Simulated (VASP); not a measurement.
# Mg12H (a cell with a defect) in VASP: a series of runs

Mg12H (a cell with a defect) is run at these levels: PBE; tasks: single point.

Everything below comes from runs of VASP 6.6.1. Logs are shortened: lines on timing, memory, paths and dates and some standing lists are left out, and cuts for length are marked.

## Step 1: The cell of the first run

The cell holds a defect, 13 atoms: a = 6.420 Å, b = 9.630 Å, c = 5.213 Å, α = 90.00°, β = 90.00°, γ = 120.00°.

## Step 2: Single point, PBE

The input, INCAR:

```
SYSTEM = Mg12H
PREC = Accurate
ENCUT = 520
EDIFF = 1E-6
ISMEAR = 0
SIGMA = 0.05
LREAL = .FALSE.
LASPH = .TRUE.
NELM = 80
ALGO = Normal
ISIF = 2
LWAVE = .FALSE.
LCHARG = .FALSE.
GGA = PE
NBANDS = 24
```

The input, KPOINTS:

```
Automatic mesh
0
G
  3 2 3
  0 0 0
```

The input, POSCAR:

```
Mg12H
1.0
    6.4200000000      0.0000000000      0.0000000000
   -4.8150000000      8.3398250000      0.0000000000
    0.0000000000      0.0000000000      5.2130400000
Mg H
12 1
Direct
    0.0024209825     -0.0005786692     -0.0006773399
    0.1676199389      0.2243044668      0.5067398294
    0.0025105277      0.3354848573      0.0025428541
    0.1679585389      0.5547779480      0.5009119439
    0.0045422324      0.6690249496      0.0027492595
    0.1691095874      0.8892127832      0.5039598775
    0.5018197235     -0.0011849169     -0.0055109878
    0.6656746673      0.2232384972      0.5026506607
    0.5014539607      0.3365519061     -0.0029405107
    0.6668647029      0.5560507565      0.4940679527
    0.4996595813      0.6669614770     -0.0024112610
    0.6646934263      0.8869064998      0.4974120667
    0.3225524023      0.1077030993      0.3093484800
```

Potentials or basis: VASP PAW PBE potentials, release 64 (Mg, H).

On the command line:

```bash
> cat potpaw_PBE.64/Mg/POTCAR potpaw_PBE.64/H/POTCAR > POTCAR
> mpirun -np 1 vasp_std > vasp.out
```

OUTCAR:

```text
SYSTEM = Mg12H
   PREC = Accurate
   ENCUT = 520
   EDIFF = 1E-6
   ISMEAR = 0
   LREAL = .FALSE.
   LASPH = .TRUE.
   NELM = 80
   ISIF = 2
   GGA = PE

 ion  position               nearest neighbor table
   1  0.002  0.999  0.999-   6 3.17   2 3.18   5 3.19  12 3.20   7 3.21   7 3.21   6 3.21  11 3.21
                            12 3.22   9 3.23   3 3.24   2 3.24
   2  0.168  0.224  0.507-  13 2.10   9 3.16   3 3.18   1 3.18   4 3.18  10 3.20   8 3.20   3 3.21
                             8 3.22   6 3.23  12 3.24   9 3.24   1 3.24
   3  0.003  0.335  0.003-   2 3.18   4 3.18   4 3.19  11 3.19   9 3.20   5 3.21   8 3.21   8 3.21
                             2 3.21   9 3.22   7 3.23   1 3.24
   4  0.168  0.555  0.501-   3 3.18  11 3.18   2 3.18   3 3.19  12 3.19   5 3.20  10 3.20  11 3.21
                             8 3.21   5 3.21   6 3.22  10 3.22
   5  0.005  0.669  0.003-  10 3.18   6 3.18   7 3.18   1 3.19  11 3.19   6 3.19   4 3.20   3 3.21
                             4 3.21   9 3.22  11 3.23  10 3.25
   6  0.169  0.889  0.504-  13 2.09   7 3.16   1 3.17   5 3.18  12 3.19   5 3.19   8 3.20   1 3.21
                            10 3.22   4 3.22  12 3.23   2 3.23   7 3.24
   7  0.502  0.999  0.994-   6 3.16   8 3.17  12 3.18   5 3.18  11 3.19  12 3.20   1 3.21   1 3.21
                             3 3.23   6 3.24   8 3.24   9 3.25
   8  0.666  0.223  0.503-  13 2.16   7 3.17   9 3.18  10 3.20   6 3.20   2 3.20   4 3.21   3 3.21
                             3 3.21   2 3.22   9 3.22  12 3.24   7 3.24
   9  0.501  0.337  0.997-   2 3.16  10 3.17   8 3.18  11 3.19  10 3.20   3 3.20   5 3.22   3 3.22
                             8 3.22   1 3.23   2 3.24   7 3.25
  10  0.667  0.556  0.494-   9 3.17   5 3.18  11 3.18  12 3.19   4 3.20   9 3.20   2 3.20   8 3.20
                            11 3.21   6 3.22   4 3.22   5 3.25
  11  0.500  0.667  0.998-   4 3.18  10 3.18  12 3.19   9 3.19  12 3.19   5 3.19   7 3.19   3 3.19
                             4 3.21  10 3.21   1 3.21   5 3.23
  12  0.665  0.887  0.497-   7 3.18  11 3.19  11 3.19   6 3.19  10 3.19   4 3.19   7 3.20   1 3.20
                             1 3.22   6 3.23   8 3.24   2 3.24
  13  0.323  0.108  0.309-   6 2.09   2 2.10   8 2.16

  LATTYP: Found a simple monoclinic cell.
 ALAT       =     6.4200000000
 B/A-ratio  =     0.8120000000
 C/A-ratio  =     1.3228757108
 COS(beta)  =    -0.1889822286

  Lattice vectors:

 A1 = (   6.4200000000,   0.0000000000,   0.0000000000)
 A2 = (   0.0000000000,   0.0000000000,   5.2130400000)
 A3 = (  -1.6050000000,  -8.3398250000,   0.0000000000)

Analysis of symmetry for initial positions (statically):
=====================================================================
 Subroutine PRICEL returns:
 Original cell was already a primitive cell.

 Routine SETGRP: Setting up the symmetry group for a
 simple monoclinic supercell.

 Subroutine GETGRP returns: Found  1 space group operations
 (whereof  1 operations were pure point group operations)
 out of a pool of  4 trial point group operations.

The static configuration has the point symmetry C_1 .

Analysis of symmetry for dynamics (positions and initial velocities):
=====================================================================
 Subroutine PRICEL returns:
 Original cell was already a primitive cell.

 Routine SETGRP: Setting up the symmetry group for a
 simple monoclinic supercell.

 Subroutine GETGRP returns: Found  1 space group operations
 (whereof  1 operations were pure point group operations)
 out of a pool of  4 trial point group operations.

The dynamic configuration has the point symmetry C_1 .

 Subroutine INISYM returns: Found  1 space group operations
 (whereof  1 operations are pure point group operations),
 and found     1 'primitive' translations

----------------------------------------------------------------------------------------

                                     Primitive cell

  volume of cell :     279.1149

  direct lattice vectors                    reciprocal lattice vectors
     6.420000000  0.000000000  0.000000000     0.155763240  0.089929945  0.000000000
    -4.815000000  8.339825000  0.000000000     0.000000000  0.119906593  0.000000000
     0.000000000  0.000000000  5.213040000     0.000000000  0.000000000  0.191826650

[... 69 lines left out ...]
|                                                                             |
|     Results are often still useful ...                                      |
|                                                                             |
 -----------------------------------------------------------------------------

 Subroutine IBZKPT returns following result:
 ===========================================

 Found     10 irreducible k-points:

 Following reciprocal coordinates:
            Coordinates               Weight
  0.000000  0.000000  0.000000      1.000000
  0.333333  0.000000  0.000000      2.000000
  0.000000  0.500000  0.000000      1.000000
  0.333333  0.500000  0.000000      2.000000
  0.000000  0.000000  0.333333      2.000000
  0.333333  0.000000  0.333333      2.000000
 -0.333333  0.000000  0.333333      2.000000
  0.000000  0.500000  0.333333      2.000000
  0.333333  0.500000  0.333333      2.000000
 -0.333333  0.500000  0.333333      2.000000
   k-points           NKPTS =     10   k-points in BZ     NKDIM =     10   number of bands    NBANDS=     24
   number of dos      NEDOS =    301   number of ions     NIONS =     13
   total plane-waves  NPLWV = 138240
   dimension x,y,z NGX =    48 NGY =   72 NGZ =   40
   dimension x,y,z NGXF=    96 NGYF=  144 NGZF=   80
   ions per type =              12   1
   NGX,Y,Z   is equivalent  to a cutoff of  12.43, 12.43, 12.76 a.u.
   NGXF,Y,Z  is equivalent  to a cutoff of  24.86, 24.86, 25.51 a.u.
 SYSTEM =  Mg12H
   PREC   = accura    normal or accurate (medium, high low for compatibility)
   ISTART =      0    job   : 0-new  1-cont  2-samecut
   ICHARG =      2    charge: 1-file 2-atom 10-const
   ISPIN  =      1    spin polarized calculation?
   LNONCOLLINEAR =      F non collinear calculations
   LSORBIT =      F    spin-orbit coupling
   LASPH  =      T    aspherical Exc in radial PAW
   ENCUT  =  520.0 eV  38.22 Ry    6.18 a.u.  11.94 17.91  9.69*2*pi/ulx,y,z
   NELM   =     80;   NELMIN=  2; NELMDL= -5     # of ELM steps
   EDIFF  = 0.1E-05   stopping-criterion for ELM
   LREAL  =      F    real-space projection
   EDIFFG = 0.1E-04   stopping-criterion for IOM
   NSW    =      0    number of steps for IOM
   IBRION =     -1    ionic relax: 0-MD 1-quasi-New 2-CG
   NFREE  =      0    steps in history (QN), initial steepest desc. (CG)
   ISIF   =      2    stress and relaxation
   ISYM   =      2    0-nonsym 1-usesym 2-fastsym
   POTIM  = 0.5000    time-step for ionic-motion
   TEBEG  =    0.0;   TEEND  =   0.0 temperature during run
   PSTRESS=    0.0 pullay stress
   NELECT =      25.0000    total number of electrons
   NUPDOWN=      -1.0000    fix difference up-down
   EMIN   =  10.00;   EMAX   =-10.00  energy-range for DOS
   EFERMI =   0.00;   METHOD = LEGACY
   ISMEAR =     0;   SIGMA  =   0.05  broadening in eV -4-tet -1-fermi 0-gaus
   EFERMI_NEDOS =   21; number of points for ismear=-14 and -15
   IALGO  =     38    algorithm
   IMIX   =      4    mixing-type and parameters
     AMIX     =   0.40;   BMIX     =  1.00
     AMIX_MAG =   1.60;   BMIX_MAG =  1.00
  volume/ion in A,a.u.               =      21.47       144.89
  Fermi-wavevector in a.u.,A,eV,Ry     =   0.732477  1.384180  7.299827  0.536522
  Thomas-Fermi vector in A             =   1.824949
   LORBIT       =      0    0 simple, 1 ext, 2 COOP (PROOUT), +10 PAW based schemes
   GGA     = PE    functional components
   LHFCALC =     F    Hartree Fock is set to
   AEXX    =    0.0000 exact exchange contribution
   IVDW    =     0    specifies the selected vdW correction
   LEPSILON=     F    determine dielectric tensor
   LRPA    =     F    only Hartree local field effects (RPA)
 non-spin polarized calculation
 Gauss-broadening in eV      SIGMA  =   0.05
  energy-cutoff  :      520.00
  volume of cell :      279.11
 maximum number of plane-waves:      7549
   NGX = 23   NGY = 35   NGZ = 19

 number of electron      25.0000000 magnetization

 Free energy of the ion-electron system (eV)
  ---------------------------------------------------
  ext. energy  EPLUGINS =         0.00000000
  ---------------------------------------------------
  free energy    TOTEN  =       -20.69691512 eV

  energy without entropy =      -20.68395485  energy(sigma->0) =      -20.69043498

 E-fermi :   2.5165     XC(G=0):  -8.5056

 val. band max:        2.4903942534   @ k =   0.3333   0.5000   0.0000
 cond. band min:       2.6011292505   @ k =  -0.3333   0.5000   0.3333
 fundamental gap:      0.1107349970
 Fermi energy:         2.5165227837

 k-point     1 :       0.0000    0.0000    0.0000
  band No.  band energies     occupation
      1      -4.7699      2.00000
      2      -2.9725      2.00000
      3      -2.1428      2.00000
      4      -1.1906      2.00000
      5      -0.5718      2.00000
      6       0.0152      2.00000
[... 259 lines left out ...]
     23       6.3068      0.00000
     24       6.3636      0.00000

------------------------ aborting loop because EDIFF is reached ----------------------------------------

  FORCE on cell =-STRESS in cart. coord.  units (eV):
  Direction    XX          YY          ZZ          XY          YZ          ZX
  --------------------------------------------------------------------------------------
  -------------------------------------------------------------------------------------
  Total       -0.3206436     -0.2044848     -1.9785930      0.3529473      0.1003333      0.0209140
  in kB       -1.8405608     -1.1737850    -11.3575335      2.0259906      0.5759340      0.1200506
  external PRESSURE =      -4.7906264 kB  Pullay stress =       0.0000000 kB

 VOLUME and BASIS-vectors are now :
 -----------------------------------------------------------------------------
  energy-cutoff  :      520.00
  volume of cell :      279.11
      direct lattice vectors                 reciprocal lattice vectors
     6.420000000  0.000000000  0.000000000     0.155763240  0.089929945  0.000000000
    -4.815000000  8.339825000  0.000000000     0.000000000  0.119906593  0.000000000
     0.000000000  0.000000000  5.213040000     0.000000000  0.000000000  0.191826650

 POSITION                                       TOTAL-FORCE (eV/Angst)
 -----------------------------------------------------------------------------------
     -4.79667      8.33500      5.20951        -0.003191     -0.003667      0.005619
     -0.00391      1.87066      2.64166         0.011837     -0.011371      0.005495
     -1.59924      2.79789      0.01326        -0.002045     -0.000585      0.013775
     -1.59296      4.62675      2.61127        -0.000166     -0.002528      0.016462
     -3.19219      5.57955      0.01433        -0.004535      0.000914      0.015879
     -3.19588      7.41588      2.62716        -0.004363      0.011922      0.001575
     -1.58761      8.32994      5.18431        -0.007052      0.004825      0.008841
      3.19874      1.86177      2.62034        -0.009985     -0.002306      0.006410
      1.59884      2.80678      5.19771         0.002019     -0.016511      0.011539
      1.60389      4.63737      2.57560        -0.000163     -0.000396      0.011762
     -0.00360      5.56234      5.20047         0.002947      0.001060      0.011448
     -0.00312      7.39664      2.59303         0.002457      0.002160      0.010359
      1.55220      0.89823      1.61265         0.012239      0.016482     -0.119164
 -----------------------------------------------------------------------------------
    total drift:                                0.000018      0.000006      0.000246

  FREE ENERGIE OF THE ION-ELECTRON SYSTEM (eV)
  ---------------------------------------------------
  free  energy   TOTEN  =       -20.6969151184 eV

  energy  without entropy=      -20.6839548478  energy(sigma->0) =      -20.69043498
```

It took 54 s on 1 thread of AMD EPYC 9R45 (Zen 5), shared host; peak memory 0.35 GiB.

Results:

* Free energy: -20.6969 eV
* Pressure: -0.5 GPa
* Largest force: 0.121 eV/Å
* Band gap on the k mesh: zero (an odd number of electrons rules out a gap without spin polarisation)

Forces in eV/Å, atoms in the order of the input:
```
Mg  -0.003 -0.004  0.006
Mg   0.012 -0.011  0.005
Mg  -0.002 -0.001  0.014
Mg   0.000 -0.003  0.016
Mg  -0.005  0.001  0.016
Mg  -0.004  0.012  0.002
Mg  -0.007  0.005  0.009
Mg  -0.010 -0.002  0.006
Mg   0.002 -0.017  0.012
Mg   0.000  0.000  0.012
Mg   0.003  0.001  0.011
Mg   0.002  0.002  0.010
H    0.012  0.016 -0.119
```

Levels at points of the mesh, in eV from the Fermi level:
```tsv
k point	band 11	band 12	band 13	band 14	band 15	band 16
(0.00, 0.00, 0.00)	-0.09	0.16	0.38	0.55	0.65	1.34
(0.00, 0.50, 0.00)	-0.78	-0.63	-0.23	-0.08	1.15	1.86
```

Caveat: the k points lie up to 0.40 Å⁻¹ apart, too coarse for converged energies and pressures of a metal.

## Step 3: Single point, PBE

The input, INCAR:

```
SYSTEM = Mg12H
ALGO = Normal
EDIFF = 1E-6
ENCUT = 520
GGA = PE
ISIF = 2
ISMEAR = 0
LASPH = .TRUE.
LCHARG = .FALSE.
LREAL = .FALSE.
LWAVE = .FALSE.
NBANDS = 24
NELM = 80
PREC = Accurate
SIGMA = 0.05
```

The input, KPOINTS:

```
k-points
0
G
  3 2 3
  0 0 0
```

The input, POSCAR:

```
Mg12H
1.0
    6.4200000000      0.0000000000      0.0000000000
   -4.8150000000      8.3398250000      0.0000000000
    0.0000000000      0.0000000000      5.2130400000
Mg H
12 1
Direct
    0.0020899788     -0.0007097271      0.0001160551
    0.1666254345      0.2273417008      0.5073122401
    0.0032992185      0.3357792280      0.0023606188
    0.1680000313      0.5547769887      0.4999545371
    0.0054882065      0.6694243584      0.0022380415
    0.1678583916      0.8853951971      0.5053235732
    0.5032486766     -0.0028275174     -0.0065842579
    0.6655604178      0.2231679921      0.5020218529
    0.5034837979      0.3400112113     -0.0043590688
    0.6667172468      0.5563814588      0.4939574605
    0.4981147321      0.6660198505     -0.0020408437
    0.6640481513      0.8863202765      0.4970259196
    0.3220868117      0.1076665278      0.3723146187
```

Potentials or basis: VASP PAW PBE potentials, release 64 (Mg, H).

On the command line:

```bash
> cat potpaw_PBE.64/Mg/POTCAR potpaw_PBE.64/H/POTCAR > POTCAR
> mpirun -np 1 vasp_std > vasp.out
```

OUTCAR:

```text
SYSTEM = Mg12H
   EDIFF = 1E-6
   ENCUT = 520
   GGA = PE
   ISIF = 2
   ISMEAR = 0
   LASPH = .TRUE.
   LREAL = .FALSE.
   NELM = 80
   PREC = Accurate

 ion  position               nearest neighbor table
   1  0.002  0.999  0.000-   6 3.19   5 3.19   7 3.19   2 3.20  12 3.20  11 3.22  12 3.23   7 3.23
                             6 3.23   3 3.24   9 3.25   2 3.26
   2  0.167  0.227  0.507-  13 1.99   4 3.15   3 3.15   9 3.16  10 3.19   3 3.20   1 3.20   8 3.20
                             8 3.22  12 3.26   1 3.26   9 3.26   6 3.30
   3  0.003  0.336  0.002-   2 3.15   4 3.17  11 3.18   9 3.19   4 3.19   2 3.20   5 3.21   8 3.21
                             8 3.21   9 3.23   7 3.24   1 3.24
   4  0.168  0.555  0.500-   2 3.15   3 3.17  11 3.18   6 3.18  12 3.19   5 3.19   3 3.19  10 3.19
                            11 3.20   8 3.21   5 3.21  10 3.23
   5  0.005  0.669  0.002-   6 3.16   7 3.18  11 3.18  10 3.18   6 3.18   1 3.19   4 3.19   9 3.20
                             3 3.21   4 3.21  11 3.24  10 3.25
   6  0.168  0.885  0.505-  13 1.98   7 3.15   5 3.16  12 3.18   5 3.18   4 3.18   1 3.19  10 3.19
[... 505 lines left out ...]

  FORCE on cell =-STRESS in cart. coord.  units (eV):
  Direction    XX          YY          ZZ          XY          YZ          ZX
  --------------------------------------------------------------------------------------
  -------------------------------------------------------------------------------------
  Total       -0.0427502     -0.2571134     -0.8916273      0.3853081      0.0402000     -0.0026936
  in kB       -0.2453947     -1.4758843     -5.1181253      2.2117484      0.2307563     -0.0154617
  external PRESSURE =      -2.2798015 kB  Pullay stress =       0.0000000 kB

 VOLUME and BASIS-vectors are now :
 -----------------------------------------------------------------------------
  energy-cutoff  :      520.00
  volume of cell :      279.11
      direct lattice vectors                 reciprocal lattice vectors
     6.420000000  0.000000000  0.000000000     0.155763240  0.089929945  0.000000000
    -4.815000000  8.339825000  0.000000000     0.000000000  0.119906593  0.000000000
     0.000000000  0.000000000  5.213040000     0.000000000  0.000000000  0.191826650

 POSITION                                       TOTAL-FORCE (eV/Angst)
 -----------------------------------------------------------------------------------
     -4.79817      8.33391      0.00060        -0.007685     -0.010283      0.000993
     -0.02491      1.89599      2.64464         0.013452     -0.025817      0.025170
     -1.59560      2.80034      0.01231        -0.003832     -0.003085      0.018894
     -1.59269      4.62674      2.60628        -0.001786     -0.004165      0.021026
     -3.18804      5.58288      0.01167        -0.007035      0.004201      0.023910
     -3.18553      7.38404      2.63427        -0.015351      0.023680      0.012546
     -1.57053      8.31624      5.17872        -0.008788      0.004426      0.010682
      3.19834      1.86118      2.61706         0.001153      0.007300      0.032774
      1.59521      2.83563      5.19032         0.002949     -0.018273      0.012961
      1.60135      4.64012      2.57502         0.000560      0.004310      0.013689
     -0.00899      5.55449      5.20240         0.006011      0.004171      0.015528
     -0.00444      7.39176      2.59102         0.010914      0.005179      0.012665
      1.54938      0.89792      1.94089         0.009438      0.008356     -0.200837
 -----------------------------------------------------------------------------------
    total drift:                                0.000028     -0.000013      0.000168

  FREE ENERGIE OF THE ION-ELECTRON SYSTEM (eV)
  ---------------------------------------------------
  free  energy   TOTEN  =       -20.6396065474 eV

  energy  without entropy=      -20.6273480649  energy(sigma->0) =      -20.63347731
```

It took 52 s on 1 thread of AMD EPYC 9R45 (Zen 5), shared host; peak memory 0.34 GiB.

Results:

```
Free energy            : -20.6396 eV
Pressure               : -0.2 GPa
Largest force          : 0.201 eV/Å
Band gap on the k mesh : zero (an odd number of electrons rules out a gap without spin polarisation)
```

Forces in eV/Å, atoms in the order of the input:
```
Mg  -0.008 -0.010  0.001
Mg   0.013 -0.026  0.025
Mg  -0.004 -0.003  0.019
Mg  -0.002 -0.004  0.021
Mg  -0.007  0.004  0.024
Mg  -0.015  0.024  0.013
Mg  -0.009  0.004  0.011
Mg   0.001  0.007  0.033
Mg   0.003 -0.018  0.013
Mg   0.001  0.004  0.014
Mg   0.006  0.004  0.016
Mg   0.011  0.005  0.013
H    0.009  0.008 -0.201
```

Stress tensor (GPa, compression positive):
```
-0.02  0.22  0.00
 0.22 -0.15  0.02
 0.00  0.02 -0.51
```

Caveat: the k points lie up to 0.40 Å⁻¹ apart, too coarse for converged energies and pressures of a metal.

The gap in the log of VASP goes by the Fermi energy; the results here count the filled bands.